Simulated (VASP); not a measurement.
# Au (Im-3m) in VASP: further runs

Runs on Au. Level: PBEsol. Tasks: single point.

Program: VASP 6.6.1. These are calculated values, not measurements. Logs are shortened: lines on timing, memory, paths and dates and some standing lists are left out, and cuts for length are marked.

## (1) The cell of the first run

It takes space group Im-3m (No. 229, cubic). Conventional cell: a = 3.315 Å, b = 3.315 Å, c = 3.315 Å, α = 90.00°, β = 90.00°, γ = 90.00°. Within 3.8 Å of Au (site symmetry m-3m) lie 14 Au at 2.87 to 3.31 Å.

## (2) Single point, PBEsol

Input file INCAR:

```
ALGO = Normal ; EDIFF = 1E-6
ENCUT = 500 ; GGA = PS
GGA_COMPAT = F ; ISIF = 2
ISMEAR = -1 ; LASPH = T
LCHARG = F ; LREAL = F
LWAVE = F ; NBANDS = 12
NELM = 120 ; PREC = Accurate
SIGMA = 0.05
```

Input file KPOINTS:

```
k-points
0
Gamma
  13 13 13
```

Input file POSCAR:

```
Au
1.0
   -1.6572690000      1.6572690000      1.6572690000
    1.6572690000     -1.6572690000      1.6572690000
    1.6572690000      1.6572690000     -1.6572690000
Au
1
Direct
    0.0000000000      0.0000000000      0.0000000000
```

Potentials or basis: VASP PAW PBE potentials, release 64 (Au).

Command:

```
cat potpaw_PBE.64/Au/POTCAR > POTCAR
mpirun -np 1 vasp_std > vasp.out
```

OUTCAR:

```text
EDIFF = 1E-6
   ENCUT = 500
   GGA = PS
   ISIF = 2
   ISMEAR = -1
   LASPH = T
   LREAL = F
   NELM = 120
   PREC = Accurate

 ion  position               nearest neighbor table
   1  0.000  0.000  0.000-

  LATTYP: Found a body centered cubic cell.
 ALAT       =     3.3145380000

  Lattice vectors:

 A1 = (  -1.6572690000,   1.6572690000,   1.6572690000)
 A2 = (   1.6572690000,  -1.6572690000,   1.6572690000)
 A3 = (   1.6572690000,   1.6572690000,  -1.6572690000)

Analysis of symmetry for initial positions (statically):
=====================================================================
 Subroutine PRICEL returns:
 Original cell was already a primitive cell.

 Routine SETGRP: Setting up the symmetry group for a
 body centered cubic supercell.

 Subroutine GETGRP returns: Found 48 space group operations
 (whereof 48 operations were pure point group operations)
 out of a pool of 48 trial point group operations.

The static configuration has the point symmetry O_h .

Analysis of symmetry for dynamics (positions and initial velocities):
=====================================================================
 Subroutine PRICEL returns:
 Original cell was already a primitive cell.

 Routine SETGRP: Setting up the symmetry group for a
 body centered cubic supercell.

 Subroutine GETGRP returns: Found 48 space group operations
 (whereof 48 operations were pure point group operations)
 out of a pool of 48 trial point group operations.

The dynamic configuration has the point symmetry O_h .

 Subroutine INISYM returns: Found 48 space group operations
 (whereof 48 operations are pure point group operations),
 and found     1 'primitive' translations

----------------------------------------------------------------------------------------

                                     Primitive cell

  volume of cell :      18.2070

  direct lattice vectors                    reciprocal lattice vectors
    -1.657269000  1.657269000  1.657269000     0.000000000  0.301701172  0.301701172
     1.657269000 -1.657269000  1.657269000     0.301701172  0.000000000  0.301701172
     1.657269000  1.657269000 -1.657269000     0.301701172  0.301701172  0.000000000

  length of vectors
     2.870474110  2.870474110  2.870474110     0.426669890  0.426669890  0.426669890

  position of ions in fractional coordinates (direct lattice)
     0.000000000  0.000000000  0.000000000

  ion indices of the primitive-cell ions
   primitive index   ion index
                 1           1

[... 72 lines left out ...]
   LREAL  =      F    real-space projection
   EDIFFG = 0.1E-04   stopping-criterion for IOM
   NSW    =      0    number of steps for IOM
   IBRION =     -1    ionic relax: 0-MD 1-quasi-New 2-CG
   NFREE  =      0    steps in history (QN), initial steepest desc. (CG)
   ISIF   =      2    stress and relaxation
   ISYM   =      2    0-nonsym 1-usesym 2-fastsym
   POTIM  = 0.5000    time-step for ionic-motion
   TEBEG  =    0.0;   TEEND  =   0.0 temperature during run
   PSTRESS=    0.0 pullay stress
   NELECT =      11.0000    total number of electrons
   NUPDOWN=      -1.0000    fix difference up-down
   EMIN   =  10.00;   EMAX   =-10.00  energy-range for DOS
   EFERMI =   0.00;   METHOD = LEGACY
   ISMEAR =    -1;   SIGMA  =   0.05  broadening in eV -4-tet -1-fermi 0-gaus
   EFERMI_NEDOS =   21; number of points for ismear=-14 and -15
   IALGO  =     38    algorithm
   IMIX   =      4    mixing-type and parameters
     AMIX     =   0.40;   BMIX     =  1.00
     AMIX_MAG =   1.60;   BMIX_MAG =  1.00
  volume/ion in A,a.u.               =      18.21       122.87
  Fermi-wavevector in a.u.,A,eV,Ry     =   1.383968  2.615320 26.060157  1.915367
  Thomas-Fermi vector in A             =   2.508516
   LORBIT       =      0    0 simple, 1 ext, 2 COOP (PROOUT), +10 PAW based schemes
   GGA     = PS    functional components
   LHFCALC =     F    Hartree Fock is set to
   AEXX    =    0.0000 exact exchange contribution
   IVDW    =     0    specifies the selected vdW correction
   LEPSILON=     F    determine dielectric tensor
   LRPA    =     F    only Hartree local field effects (RPA)
 non-spin polarized calculation
  energy-cutoff  :      500.00
  volume of cell :       18.21
 maximum number of plane-waves:       478
 NGX is ok and might be reduce to    24
   NGX = 11   NGY = 11   NGZ = 11

 number of electron      10.9999998 magnetization

 Free energy of the ion-electron system (eV)
  ---------------------------------------------------
  ext. energy  EPLUGINS =         0.00000000
  ---------------------------------------------------
  free energy    TOTEN  =        -3.86396758 eV

  energy without entropy =       -3.85989154  energy(sigma->0) =       -3.86192956

 E-fermi :   8.0826     XC(G=0): -12.4969

 val. band max:        8.0803059333   @ k =  -0.4615   0.4615   0.0769
 cond. band min:       8.0914977240   @ k =  -0.3846   0.3846   0.2308
 fundamental gap:      0.0111917907
 Fermi energy:         8.0825993827

 k-point     1 :       0.0000    0.0000    0.0000
  band No.  band energies     occupation
      1      -1.0141      2.00000
      2       3.7160      2.00000
      3       3.7160      2.00000
      4       3.7160      2.00000
      5       5.4694      2.00000
      6       5.4694      2.00000
      7      24.6849      0.00000
      8      24.6849      0.00000
      9      24.6849      0.00000
     10      31.3362      0.00000
     11      31.3362      0.00000
     12      31.3362      0.00000
[... 331 lines left out ...]
 k-point    24 :       0.2308    0.0769    0.0769
  band No.  band energies     occupation
      1       1.6712      2.00000
      2       3.0042      2.00000
      3       3.6792      2.00000
      4       5.3007      2.00000
      5       5.5534      2.00000
      6       6.4804      2.00000
      7      17.4013      0.00000
      8      21.3247      0.00000
      9      21.6193      0.00000
     10      27.5802      0.00000
     11      31.1351      0.00000
     12      32.6689      0.00000

 [... further k-points ...]
[... 5 lines left out ...]
  --------------------------------------------------------------------------------------
  -------------------------------------------------------------------------------------
  Total       -1.0491494     -1.0491494     -1.0491494     -0.0000000     -0.0000000      0.0000000
  in kB      -92.3227911    -92.3227911    -92.3227911     -0.0000000     -0.0000000      0.0000000
  external PRESSURE =     -92.3227911 kB  Pullay stress =       0.0000000 kB

 VOLUME and BASIS-vectors are now :
 -----------------------------------------------------------------------------
  energy-cutoff  :      500.00
  volume of cell :       18.21
      direct lattice vectors                 reciprocal lattice vectors
    -1.657269000  1.657269000  1.657269000     0.000000000  0.301701172  0.301701172
     1.657269000 -1.657269000  1.657269000     0.301701172  0.000000000  0.301701172
     1.657269000  1.657269000 -1.657269000     0.301701172  0.301701172  0.000000000

 POSITION                                       TOTAL-FORCE (eV/Angst)
 -----------------------------------------------------------------------------------
      0.00000      0.00000      0.00000        -0.000000      0.000000      0.000000
 -----------------------------------------------------------------------------------
    total drift:                                0.000000      0.000000     -0.000000

  FREE ENERGIE OF THE ION-ELECTRON SYSTEM (eV)
  ---------------------------------------------------
  free  energy   TOTEN  =        -3.8639675828 eV

  energy  without entropy=       -3.8598915356  energy(sigma->0) =       -3.86192956
```

OSZICAR:

```text
N       E                     dE             d eps       ncg     rms          rms(c)
DAV:   1     0.477969589538E+02    0.47797E+02   -0.54203E+03  2088   0.785E+02
DAV:   2    -0.353091703438E+01   -0.51328E+02   -0.47913E+02  2400   0.180E+02
DAV:   3    -0.420536697800E+01   -0.67445E+00   -0.67349E+00  2364   0.202E+01
DAV:   4    -0.420761546907E+01   -0.22485E-02   -0.22484E-02  2280   0.136E+00
DAV:   5    -0.420763244857E+01   -0.16980E-04   -0.16980E-04  2380   0.114E-01    0.763E+00
DAV:   6    -0.388349758447E+01    0.32413E+00   -0.99270E-01  2192   0.769E+00    0.494E+00
DAV:   7    -0.386669493305E+01    0.16803E-01   -0.49424E-02  2304   0.172E+00    0.268E+00
DAV:   8    -0.386397719898E+01    0.27177E-02   -0.94065E-04  2224   0.270E-01    0.256E-01
DAV:   9    -0.386396404428E+01    0.13155E-04   -0.73757E-06  2248   0.222E-02    0.159E-02
DAV:  10    -0.386396763529E+01   -0.35910E-05   -0.12516E-06  2304   0.989E-03    0.495E-03
DAV:  11    -0.386396758283E+01    0.52460E-07   -0.63668E-08  1160   0.198E-03
   1 F= -.38639676E+01 E0= -.38619296E+01  d E =-.407605E-02
```

stdout:

```text
POSCAR found type information on POSCAR Au
 POSCAR found :  1 types and       1 ions
 scaLAPACK will be used
 -----------------------------------------------------------------------------
|                                                                             |
|                                                                             |
|     You enforced a specific xc type in the INCAR file but a different       |
|     I HOPE YOU KNOW WHAT YOU ARE DOING!                                     |
|                                                                             |
 -----------------------------------------------------------------------------

 LDA part: xc-table for (Slater+PW92), standard interpolation
 POSCAR, INCAR and KPOINTS ok, starting setup
 FFT: planning ... GRIDC
 FFT: planning ... GRID_SOFT
 FFT: planning ... GRID
 WAVECAR not read
 entering main loop
```

It took 8.3 s on 1 thread of Intel Xeon Platinum 8559C (Emerald Rapids), shared host; peak memory 0.14 GiB.

Results:

```yaml
Free_energy: -3.8640 eV
Pressure: -9.2 GPa
```

Caveat: the PAW data sets were made with another functional, which shifts forces and pressure a little; spin-orbit coupling is left out, which moves the levels of the heavy elements.

## (3) Single point, PBEsol, non-collinear spin, zero start, spin-orbit coupling

Input file INCAR:

```
SYSTEM = Au
ALGO = Normal
EDIFF = 1E-6
ENCUT = 500
GGA = PS
GGA_COMPAT = .FALSE.
ISIF = 2
ISMEAR = -1
LASPH = .TRUE.
LCHARG = .FALSE.
LMAXMIX = 4
LORBIT = 11
LORBMOM = .TRUE.
LREAL = .FALSE.
LSORBIT = .TRUE.
LWAVE = .FALSE.
MAGMOM = 0 0 0
NBANDS = 22
NELM = 200
PREC = Accurate
SIGMA = 0.05
```

Input file KPOINTS:

```
k-points
0
G
  13 13 13
  0 0 0
```

POSCAR is that of step 2.

Potentials or basis: VASP PAW PBE potentials, release 64 (Au).

Command:

```
cat potpaw_PBE.64/Au/POTCAR > POTCAR
mpirun -np 1 vasp_ncl > vasp.out
```

OUTCAR:

```text
SYSTEM = Au
   EDIFF = 1E-6
   ENCUT = 500
   GGA = PS
   ISIF = 2
   ISMEAR = -1
   LASPH = .TRUE.
   LORBIT = 11
   LREAL = .FALSE.
   LSORBIT = .TRUE.
   NELM = 200
   PREC = Accurate

 ion  position               nearest neighbor table
   1  0.000  0.000  0.000-

  LATTYP: Found a body centered cubic cell.
 ALAT       =     3.3145380000

  Lattice vectors:

 A1 = (  -1.6572690000,   1.6572690000,   1.6572690000)
 A2 = (   1.6572690000,  -1.6572690000,   1.6572690000)
 A3 = (   1.6572690000,   1.6572690000,  -1.6572690000)

Analysis of symmetry for initial positions (statically):
=====================================================================
 Subroutine PRICEL returns:
 Original cell was already a primitive cell.
[... 846 lines left out ...]
 ----------------------------------------
            0.000   0.000   0.000

 Spin-Orbit-Coupling matrix elements

 Ion:    1  E_soc:     -0.5727432
 l=   1
     0.0000000    -0.0238350    -0.0238350
    -0.0238350     0.0000000    -0.0238350
    -0.0238350    -0.0238350     0.0000000
 l=   2
     0.0000000    -0.0149003     0.0000000    -0.0149003    -0.0567218
    -0.0149003     0.0000000    -0.0425414    -0.0149003    -0.0141805
     0.0000000    -0.0425414     0.0000000    -0.0425414     0.0000000
    -0.0149003    -0.0149003    -0.0425414     0.0000000    -0.0141805
    -0.0567218    -0.0141805     0.0000000    -0.0141805     0.0000000
 l=   3
     0.0000000     0.0000000     0.0000000     0.0000000     0.0000000     0.0000000     0.0000000
     0.0000000     0.0000000     0.0000000     0.0000000     0.0000000     0.0000000     0.0000000
     0.0000000     0.0000000     0.0000000     0.0000000     0.0000000     0.0000000     0.0000000
     0.0000000     0.0000000     0.0000000     0.0000000     0.0000000     0.0000000     0.0000000
     0.0000000     0.0000000     0.0000000     0.0000000     0.0000000     0.0000000     0.0000000
     0.0000000     0.0000000     0.0000000     0.0000000     0.0000000     0.0000000     0.0000000
     0.0000000     0.0000000     0.0000000     0.0000000     0.0000000     0.0000000     0.0000000

 total charge

# of ion       s       p       d       tot
------------------------------------------
    1        0.526   0.322   8.718   9.566

 magnetization (x)

# of ion       s       p       d       tot
------------------------------------------
    1       -0.000  -0.000   0.000  -0.000

 magnetization (y)

# of ion       s       p       d       tot
------------------------------------------
    1        0.000   0.000   0.000   0.000

 magnetization (z)

# of ion       s       p       d       tot
------------------------------------------
    1        0.000   0.000  -0.000   0.000
```

OSZICAR:

```text
N       E                     dE             d eps       ncg     rms          rms(c)
DAV:   1     0.610415730753E+02    0.61042E+02   -0.54343E+03  3784   0.920E+02
DAV:   2    -0.320915150937E+01   -0.64251E+02   -0.59948E+02  4326   0.226E+02
DAV:   3    -0.451496514039E+01   -0.13058E+01   -0.12997E+01  4382   0.317E+01
DAV:   4    -0.452116914056E+01   -0.62040E-02   -0.62035E-02  4224   0.239E+00
DAV:   5    -0.452123277323E+01   -0.63633E-04   -0.63633E-04  4296   0.253E-01    0.903E+00
DAV:   6    -0.417044461318E+01    0.35079E+00   -0.59924E-01  4002   0.880E+00    0.574E+00
DAV:   7    -0.415164027020E+01    0.18804E-01   -0.35593E-02  4202   0.211E+00    0.311E+00
DAV:   8    -0.414878305170E+01    0.28572E-02   -0.11812E-03  4074   0.301E-01    0.124E+00
DAV:   9    -0.414864906916E+01    0.13398E-03   -0.83694E-05  4272   0.897E-02    0.105E-01
DAV:  10    -0.414865147149E+01   -0.24023E-05   -0.31609E-06  4122   0.194E-02    0.338E-02
DAV:  11    -0.414865286622E+01   -0.13947E-05   -0.64874E-07  3532   0.852E-03    0.127E-02
DAV:  12    -0.414865311510E+01   -0.24888E-06   -0.79299E-08  2178   0.300E-03
   1 F= -.41486531E+01 E0= -.41467444E+01  d E =-.381750E-02  mag=    -0.0000    -0.0000     0.0000
```

stdout:

```text
POSCAR found type information on POSCAR Au
 POSCAR found :  1 types and       1 ions
 scaLAPACK will be used
 -----------------------------------------------------------------------------
|                                                                             |
|                                                                             |
|     You enforced a specific xc type in the INCAR file but a different       |
|     I HOPE YOU KNOW WHAT YOU ARE DOING!                                     |
|                                                                             |
 -----------------------------------------------------------------------------

 LDA part: xc-table for (Slater+PW92), standard interpolation
 POSCAR, INCAR and KPOINTS ok, starting setup
 FFT: planning ... GRIDC
 FFT: planning ... GRID_SOFT
 FFT: planning ... GRID
 WAVECAR not read
 entering main loop
```

Wall time 29 s (1 thread of Intel Xeon Platinum 8559C (Emerald Rapids), shared host); peak memory 0.22 GiB.

What came out:

```
Free energy                                           : -4.1487 eV
Pressure                                              : -10.3 GPa
Net moment                                            : 0.00 μB per cell
Valence electrons inside the program's atomic spheres : Au 9.57
```

Moments on the atoms (μB; x, y, z):
```
Au  0.00 0.00 0.00
```

Caveat: the PAW data sets were made with another functional, which shifts forces and pressure a little.
